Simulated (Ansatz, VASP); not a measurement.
# Au in VASP and in Ansatz

The input INCAR:

```
SYSTEM = Au
PREC = Accurate ; ENCUT = 600
EDIFF = 1E-7 ; ISMEAR = -1
SIGMA = 0.05 ; LREAL = .FALSE.
LASPH = .TRUE. ; NELM = 80
ALGO = Normal ; ISIF = 3
LWAVE = .FALSE. ; LCHARG = .FALSE.
IBRION = 2 ; NSW = 45
EDIFFG = -0.005
```

The input KPOINTS:

```
Automatic mesh
0
G
  17 17 17
  0 0 0
```

The input POSCAR:

```
Au
1.0
    0.0000000000      2.0232464855      2.0232464855
    2.0232464855      0.0000000000      2.0232464855
    2.0232464855      2.0232464855      0.0000000000
Au
1
Direct
    0.0000000000      0.0000000000      0.0000000000
```

Input for Ansatz:

```yaml
crystal:
  lattice:
    - [0.0, 2.0232464855, 2.0232464855]
    - [2.0232464855, 0.0, 2.0232464855]
    - [2.0232464855, 2.0232464855, 0.0]
  atoms:
    - { symbol: Au, position: [0.0, 0.0, 0.0] }
kpoints:
  mp_grid: { grid: [17, 17, 17] }
scf:
  occupations: { method: fermi_dirac, width: 0.05 }
hamiltonian:
  xc: lda
  pseudopotentials: { kind: all_electron, lapw: { basis_error: 0.0005 } }
output:
  forces: true
  stress: true
  eigenvalues: true
  populations: true
relax:
  f_tol: 0.005
  max_steps: 25
  cell: {}
```

Alike in both runs: task relaxation of cell and atoms; functional LDA; k mesh 17 × 17 × 17; occupations fermi-dirac, width 0.05 eV; no spin polarisation.

|  | VASP | Ansatz |
| --- | --- | --- |
| version | VASP 6.6.1 | Ansatz 0.2.0 |
| potentials or method | VASP PAW LDA potentials, release 64 (Au), cutoff 600 eV | all-electron LAPW, scalar-relativistic |

```tsv
	VASP	Ansatz	Ansatz less VASP
relaxed volume (Å³/atom)	16.61	16.56	-0.050
relaxed cell length with the largest relative difference (Å)	2.864	2.861	-0.0029
```

LDA's correlation is that of Perdew and Zunger in VASP and of Perdew and Wang (1992) in Ansatz. Ansatz ran all-electron here, and VASP with PAW potentials.

Neither program's run includes spin-orbit coupling.
